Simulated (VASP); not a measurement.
# Br: relaxation of cell and atoms with PBEsol

Crystal: Br.

```
CELL_PARAMETERS angstrom
3.47546 -2.06835 0.00000
3.47546 2.06835 0.00000
0.00000 0.00000 8.38105
ATOMIC_POSITIONS crystal
Br 0.84350 0.15650 0.11988
Br 0.65650 0.34350 0.61988
Br 0.15650 0.84350 0.88012
Br 0.34350 0.65650 0.38012
```

```
Program                : VASP 6.6.1
Task                   : relaxation of cell and atoms
Functional             : PBEsol
Potentials or basis    : VASP PAW PBE potentials, release 64 (Br)
Cutoff                 : 600 eV
k mesh                 : 8 × 8 × 4
Occupations            : gaussian, width 0.02 eV
Spin                   : no spin polarisation
Dipole correction      : no
Further INCAR settings : ALGO = Normal; EDIFF = 1e-06; IBRION = 2; EDIFFG = -0.005; NSW = 100; ISIF = 3
```

* Relaxed volume: 30.87 Å³/atom
* Relaxed cell: a = 4.121 Å, b = 4.121 Å, c = 8.530 Å, α = 90.00°, β = 90.00°, γ = 58.47°
* Space group after relaxing (to 0.1 Å): Cmce (No. 64)
* Energy gained by relaxing: 1.9 meV/atom
* Ionic steps: 23
* Pressure after relaxing: 0.0 GPa
* Band gap on the k mesh: 1.21 eV (least direct gap 1.28 eV)

Step by step:
```
step  energy change (eV)  largest force (eV/Å)  pressure (GPa)  volume (Å³)
   1              0.0000                0.0279            0.13       120.49
   2             -0.0011                0.0193           -0.03       120.90
   3             -0.0015                0.0601           -0.19       121.31
   4             -0.0020                0.0589           -0.19       121.36
   5             -0.0035                0.0546           -0.15       121.49
   6             -0.0056                0.0480           -0.08       121.76
   7             -0.0069                0.0406            0.07       122.25
   8             -0.0070                0.0414            0.04       122.16
   9             -0.0072                0.0210            0.07       122.27
  10             -0.0073                0.0113            0.11       122.43
  11             -0.0075                0.0116            0.07       122.72
  12             -0.0074                0.0179           -0.07       123.17
  13             -0.0075                0.0138           -0.04       122.92
  14             -0.0075                0.0127            0.00       122.84
  15             -0.0075                0.0126            0.01       122.82
  16             -0.0075                0.0107            0.02       122.86
  17             -0.0076                0.0076            0.00       122.99
  18             -0.0076                0.0171           -0.01       123.23
  19             -0.0076                0.0133           -0.01       123.16
  20             -0.0076                0.0070            0.02       123.19
  21             -0.0076                0.0049            0.03       123.20
  22             -0.0076                0.0035            0.04       123.27
  23             -0.0076                0.0009            0.00       123.48
```

Final structure:
```yaml
crystal:
  lattice:
    - [3.59589, -2.01276, 0.00000]
    - [3.59589, 2.01276, 0.00000]
    - [0.00000, 0.00000, 8.53033]
  atoms:
    - { symbol: Br, position: [0.84554, 0.15446, 0.12011] }
    - { symbol: Br, position: [0.65446, 0.34554, 0.62011] }
    - { symbol: Br, position: [0.15446, 0.84554, 0.87989] }
    - { symbol: Br, position: [0.34554, 0.65446, 0.37989] }
```

Levels at points of the mesh, in eV from the valence-band top:
| k point | band 10 | band 11 | band 12 | band 13 | band 14 | band 15 | band 16 | band 17 | band 18 |
| --- | --- | --- | --- | --- | --- | --- | --- | --- | --- |
| (0.00, 0.00, 0.00) | -1.58 | -1.55 | -0.72 | -0.66 | 0.00 | 1.28 | 2.28 | 5.51 | 6.48 |
| (0.50, 0.00, 0.00) | -2.18 | -1.73 | -1.73 | -0.84 | -0.84 | 2.49 | 2.49 | 6.52 | 6.52 |
| (0.50, 0.50, 0.00) | -2.18 | -2.05 | -1.68 | -0.82 | -0.29 | 1.24 | 2.12 | 6.41 | 7.63 |
| (0.00, 0.00, 0.50) | -1.89 | -1.16 | -1.16 | -0.27 | -0.27 | 1.53 | 1.53 | 6.15 | 6.15 |
| (0.50, 0.00, 0.50) | -2.27 | -0.96 | -0.96 | -0.08 | -0.08 | 1.65 | 1.65 | 6.95 | 6.95 |
| (0.50, 0.50, 0.50) | -2.07 | -1.31 | -1.31 | -1.06 | -1.06 | 1.48 | 1.48 | 7.59 | 7.59 |

Wall time 17 min on 1 thread of Intel Xeon 8259CL (shared host), peak memory 0.31 GiB.

Caveat: this functional lacks dispersion, which holds the molecules together, so the pressure and a relaxed volume are unreliable; the PAW data sets were made with another functional, which shifts forces and pressure a little. A k mesh can miss the band edges.
